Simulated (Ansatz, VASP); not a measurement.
## Two plane-wave programs on ZrSc

```
CELL_PARAMETERS angstrom
3.17328 0.00000 0.00000
-1.58664 2.74814 0.00000
0.00000 0.00000 5.05286
ATOMIC_POSITIONS crystal
Zr 0.66667 0.33333 0.00000
Sc 0.00000 0.00000 0.50000
```

Alike in both runs: functional LDA; k mesh 15 × 15 × 8; occupations fermi-dirac, width 0.15 eV; no spin polarisation.

Ansatz relaxed the structure, and its values are those at the end. VASP's run is a single point on that final structure, the one shown.

|  | VASP | Ansatz |
| --- | --- | --- |
| version | VASP 6.6.1 | Ansatz 0.2.0 |
| potentials or method | VASP PAW LDA potentials, release 64 (Zr_sv, Sc_sv), cutoff 520 eV | scalar-relativistic, plane waves, PAW |
| valence electrons in the cell | 23 | 23 |

```csv
,VASP,Ansatz,Ansatz less VASP
gap on the k mesh at the Fermi level (eV),none,none,-
pressure (GPa),0.1,0.0,-0.07
```

LDA's correlation is that of Perdew and Zunger in VASP and of Perdew and Wang (1992) in Ansatz. A gap of «none» marks a metal or a gap that the smearing closes.
